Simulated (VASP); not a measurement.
Runs of VASP 6.6.1 on ScTeAs3. The structure is that of space group Pm-3m (No. 221), or close to it. The cells are those of the table. The cell was generated, and may not be a known phase.

| task | spin | cell | k mesh | cutoff (eV) | gap on the mesh (eV) | pressure (GPa) | relaxed volume (Å³/atom) |
| --- | --- | --- | --- | --- | --- | --- | --- |
| relaxation of cell and atoms | off | relaxed from a = 5.172 Å, 5 atoms | 4 × 4 × 4 | 600 | none | 0.0 | (b) |
| single point | off | a = 5.214 Å, 5 atoms | 8 × 8 × 8 | 520 | none | (a) | - |
| single point | off | a = 5.241 Å, 5 atoms | 4 × 4 × 4 | 520 | none | -0.2 | - |
| single point | off | a = 5.172 Å, 5 atoms | 4 × 4 × 4 | 520 | none | 1.9 | - |
| single point | collinear | a = 5.241 Å, 5 atoms | 4 × 4 × 4 | 520 | none | -0.1 | - |
| relaxation of cell and atoms | off | relaxed from a = 5.241 Å, 5 atoms | 8 × 8 × 8 | 600 | none | 0.0 | 28.41 |

Alike in all rows: level PBE; potentials or basis VASP PAW PBE potentials, release 64 (Sc_sv, Te, As); smearing gaussian 0.1 eV.

**Question.** Estimate the missing entries.

**Answer.** (a) 0.1; (b) 28.71.

Caveats: spin-orbit coupling is left out, which moves the levels of the heavy elements.

A k mesh can miss the band edges, and the runs leave out spin-orbit coupling on As, Te.

A gap of «none» marks levels without a gap at the run's occupations.
